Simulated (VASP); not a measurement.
Write the native input for VASP 6.6.1 that does the following.

| Quantity | Value |
| --- | --- |
| Task | single point |
| Functional | PBE |
| Potentials or basis | VASP PAW PBE potentials, release 64 (Hf_pv, Si) |
| Cutoff | 520 eV |
| k mesh | 10 × 5 × 1 |
| Occupations | gaussian, width 0.1 eV |
| Spin | no spin polarisation |
| Dipole correction | yes |
| Further INCAR settings | LREAL = Auto; ALGO = Fast; EDIFF = 1e-06; NBANDS = 90; ISYM = 0 |

The structure of HfSi2 lies in POSCAR:

```
HfSi2
1.0
    3.6821236449      0.0000000000      0.0000000000
   -1.8410618225      7.2974624633      0.0000000000
    0.0000000000      0.0000000000     27.8071161769
Hf Si
8 16
Direct
    0.1033480454      0.2069228212      0.2732157260
    0.8979678265      0.7960540753      0.3330080859
    0.1051894859      0.2104875910      0.4016874896
    0.8956026517      0.7911115656      0.4670568066
    0.1043973659      0.2088884656      0.5329431903
    0.8948105207      0.7895124216      0.5983125072
    0.1020321649      0.2039459098      0.6669919276
    0.8966519421      0.7930771613      0.7267842649
    0.7470932722      0.4946329702      0.2718400595
    0.4625456706      0.9251683446      0.2648641249
    0.2505011120      0.5012577973      0.3327400046
    0.5534461055      0.1071022469      0.3360068055
    0.7510065783      0.5018210726      0.4007646356
    0.4442001982      0.8886338795      0.4005201114
    0.2502321724      0.5002597587      0.4664275897
    0.5530506292      0.1062032216      0.4668066483
    0.7497678478      0.4997402737      0.5335724076
    0.4469493957      0.8937968255      0.5331933486
    0.2489934291      0.4981789368      0.5992353639
    0.5557998214      0.1113661572      0.5994798916
    0.7494988723      0.4987421718      0.6672599877
    0.4465538895      0.8928977459      0.6639931967
    0.2529067183      0.5053670130      0.7281599416
    0.5374542845      0.0748315730      0.7351358846
```

The input as run:

INCAR

```
PREC = Accurate ; ENCUT = 520
EDIFF = 1E-6 ; ISMEAR = 0
SIGMA = 0.1 ; LREAL = Auto
LASPH = True ; NELM = 60
ALGO = Fast ; ISIF = 2
LWAVE = False ; LCHARG = False
LDIPOL = True ; IDIPOL = 3
DIPOL = 0.5 0.5 0.500 ; GGA = PE
ISYM = 0 ; NBANDS = 90
```

KPOINTS

```
regular mesh
0
Gamma
  10 5 1
```

Potentials or basis: VASP PAW PBE potentials, release 64 (Hf_pv, Si).

Launch:

```bash
$ cat potpaw_PBE.64/Hf_pv/POTCAR potpaw_PBE.64/Si/POTCAR > POTCAR
$ mpirun -np 1 vasp_std > vasp.out
```

It gave:

```
Largest force          : 0.025 eV/Å
Band gap on the k mesh : zero (bands 72 and 73 overlap by 0.96 eV)
```

Caveat: spin-orbit coupling is left out, which moves the levels of the heavy elements.

Wall time 91 min on 1 thread of Oxide Virtual Turin-like Processor, with other jobs on the host, peak memory 1.3 GiB.
